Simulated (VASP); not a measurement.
# SiNi3 (P4mm) in VASP: a series of runs, part 2 of 2

VASP 6.6.1. The steps go on from the part before.

### 3 Single point, PBE (all Ni atoms moved +0.188 Å, as atom 2 along Cartesian [0 1 0])

Contents of INCAR:

```
SYSTEM = SiNi3
ALGO = Fast
EDIFF = 1E-6
ENCUT = 520
GGA = PE
ISIF = 2
ISMEAR = 0
LASPH = .TRUE.
LCHARG = .TRUE.
LELF = .TRUE.
LREAL = .FALSE.
LVHAR = .TRUE.
LWAVE = .FALSE.
NBANDS = 25
NELM = 100
PREC = Accurate
SIGMA = 0.15
```

Contents of KPOINTS:

```
k-points
0
G
  14 14 14
  0 0 0
```

Contents of POSCAR:

```
SiNi3
1.0
    3.5062596291      0.0000000000      0.0000000000
    0.0000000000      3.5062596291      0.0000000000
    0.0000000000      0.0000000000      3.5062596291
Si Ni
1 3
Direct
    0.0000000000      0.0000000000      0.0000000000
    0.0000000000      0.5534757890      0.5000000000
    0.5000000000      0.0534757890      0.5000000000
    0.5000000000      0.5534757890      0.0000000000
```

Potentials or basis: VASP PAW PBE potentials, release 64 (Si, Ni).

On the command line:

```bash
$ cat potpaw_PBE.64/Si/POTCAR potpaw_PBE.64/Ni/POTCAR > POTCAR
$ mpirun -np 1 vasp_std > vasp.out
```

OUTCAR:

```text
SYSTEM = SiNi3
   EDIFF = 1E-6
   ENCUT = 520
   GGA = PE
   ISIF = 2
   ISMEAR = 0
   LASPH = .TRUE.
   LREAL = .FALSE.
   NELM = 100
   PREC = Accurate

 ion  position               nearest neighbor table
   1  0.000  0.000  0.000-   2 2.35   4 2.35   2 2.35   4 2.35   3 2.49   3 2.49   3 2.49   3 2.49
                             4 2.62   2 2.62   2 2.62   4 2.62
   2  0.000  0.553  0.500-   1 2.35   1 2.35   4 2.48   3 2.48   4 2.48   3 2.48   3 2.48   4 2.48
                             4 2.48   3 2.48   1 2.62   1 2.62
[... 879 lines left out ...]
  --------------------------------------------------------------------------------------
  -------------------------------------------------------------------------------------
  Total        0.4453373      0.6169245      0.4453373      0.0000000      0.0000000      0.0000000
  in kB       16.5526461     22.9303339     16.5526461      0.0000000      0.0000000      0.0000000
  external PRESSURE =      18.6785420 kB  Pullay stress =       0.0000000 kB

 VOLUME and BASIS-vectors are now :
 -----------------------------------------------------------------------------
  energy-cutoff  :      520.00
  volume of cell :       43.11
      direct lattice vectors                 reciprocal lattice vectors
     3.506259629  0.000000000  0.000000000     0.285204208  0.000000000  0.000000000
     0.000000000  3.506259629  0.000000000     0.000000000  0.285204208  0.000000000
     0.000000000  0.000000000  3.506259629     0.000000000  0.000000000  0.285204208

 POSITION                                       TOTAL-FORCE (eV/Angst)
 -----------------------------------------------------------------------------------
      0.00000      0.00000      0.00000         0.000000      1.046552     -0.000000
      0.00000      1.94063      1.75313        -0.000000     -0.559234     -0.000000
      1.75313      0.18750      1.75313         0.000000      0.071916      0.000000
      1.75313      1.94063      0.00000         0.000000     -0.559234      0.000000
 -----------------------------------------------------------------------------------
    total drift:                                0.000000     -0.000208     -0.000001

  FREE ENERGIE OF THE ION-ELECTRON SYSTEM (eV)
  ---------------------------------------------------
  free  energy   TOTEN  =       -23.5975358609 eV

  energy  without entropy=      -23.5769324573  energy(sigma->0) =      -23.58723416
```

OSZICAR:

```text
N       E                     dE             d eps       ncg     rms          rms(c)
DAV:   1     0.200362205412E+03    0.20036E+03   -0.15275E+04 14520   0.182E+03
DAV:   2    -0.164828766021E+02   -0.21685E+03   -0.20447E+03 14410   0.329E+02
DAV:   3    -0.271493599514E+02   -0.10666E+02   -0.10269E+02 16470   0.960E+01
DAV:   4    -0.273358507202E+02   -0.18649E+00   -0.18608E+00 16495   0.114E+01
DAV:   5    -0.273416412909E+02   -0.57906E-02   -0.57897E-02 17946   0.188E+00    0.196E+01
RMM:   6    -0.271767428631E+02    0.16490E+00   -0.34892E+01 15844   0.673E+01    0.181E+01
RMM:   7    -0.237035034406E+02    0.34732E+01   -0.96445E+00 14763   0.370E+01    0.437E+00
RMM:   8    -0.238242619131E+02   -0.12076E+00   -0.38191E-01 15819   0.604E+00    0.542E+00
RMM:   9    -0.236014167618E+02    0.22285E+00   -0.21583E-01 15552   0.511E+00    0.662E-01
RMM:  10    -0.235979496938E+02    0.34671E-02   -0.21543E-02 16549   0.112E+00    0.347E-01
RMM:  11    -0.235975047497E+02    0.44494E-03   -0.66035E-03 17775   0.648E-01    0.198E-01
RMM:  12    -0.235974933558E+02    0.11394E-04   -0.20671E-03 16741   0.489E-01    0.924E-02
RMM:  13    -0.235975188157E+02   -0.25460E-04   -0.96522E-04 19024   0.236E-01    0.507E-02
RMM:  14    -0.235975319779E+02   -0.13162E-04   -0.29015E-04 19082   0.111E-01    0.174E-02
RMM:  15    -0.235975351145E+02   -0.31367E-05   -0.32664E-05 19777   0.316E-02    0.123E-02
RMM:  16    -0.235975372797E+02   -0.21652E-05   -0.34645E-06 11596   0.129E-02    0.105E-02
RMM:  17    -0.235975358656E+02    0.14141E-05   -0.20155E-06  9369   0.157E-02    0.131E-03
RMM:  18    -0.235975358609E+02    0.47207E-08   -0.43672E-07  8626   0.510E-03
   1 F= -.23597536E+02 E0= -.23587234E+02  d E =-.206034E-01
```

stdout:

```text
POSCAR found type information on POSCAR SiNi
 POSCAR found :  2 types and       4 ions
 scaLAPACK will be used
 LDA part: xc-table for (Slater+PW92), standard interpolation
 POSCAR, INCAR and KPOINTS ok, starting setup
 FFT: planning ... GRIDC
 FFT: planning ... GRID_SOFT
 FFT: planning ... GRID
 WAVECAR not read
 entering main loop
```

Wall time 2.4 min (1 thread of Intel Xeon 6975P-C (Granite Rapids), shared host); peak memory 0.35 GiB.

Results:

```
Free energy            : -23.5975 eV
Pressure               : 1.9 GPa
Largest force          : 1.047 eV/Å
Band gap on the k mesh : zero (bands 17 and 18 overlap by 0.26 eV)
```

Forces on the atoms (eV/Å):
```
Si   0.000  1.047  0.000
Ni   0.000 -0.559  0.000
Ni   0.000  0.072  0.000
Ni   0.000 -0.559  0.000
```

Levels at points of the mesh, in eV from the Fermi level:
| k point | band 15 | band 16 | band 17 | band 18 | band 19 | band 20 |
| --- | --- | --- | --- | --- | --- | --- |
| (0.00, 0.00, 0.00) | -0.56 | -0.32 | -0.01 | 0.02 | 0.02 | 4.70 |
| (0.50, 0.00, 0.00) | -1.18 | -0.57 | 0.02 | 3.43 | 3.62 | 5.25 |
| (0.00, 0.50, 0.00) | -1.18 | -0.61 | -0.01 | 3.59 | 3.59 | 5.23 |
| (0.50, 0.50, 0.00) | -1.14 | -1.06 | -0.97 | 0.64 | 0.67 | 5.52 |
| (0.50, 0.00, 0.50) | -1.17 | -1.01 | -0.97 | 0.63 | 0.63 | 4.88 |
| (0.50, 0.50, 0.50) | -1.22 | -0.43 | -0.24 | -0.24 | -0.22 | 1.17 |

Caveat: the cell differs from its parent crystal (all Ni atoms moved +0.188 Å, as atom 2 along Cartesian [0 1 0]); forces of over 1 eV/Å act on the atoms, so gaps and moduli don't describe the material at rest.
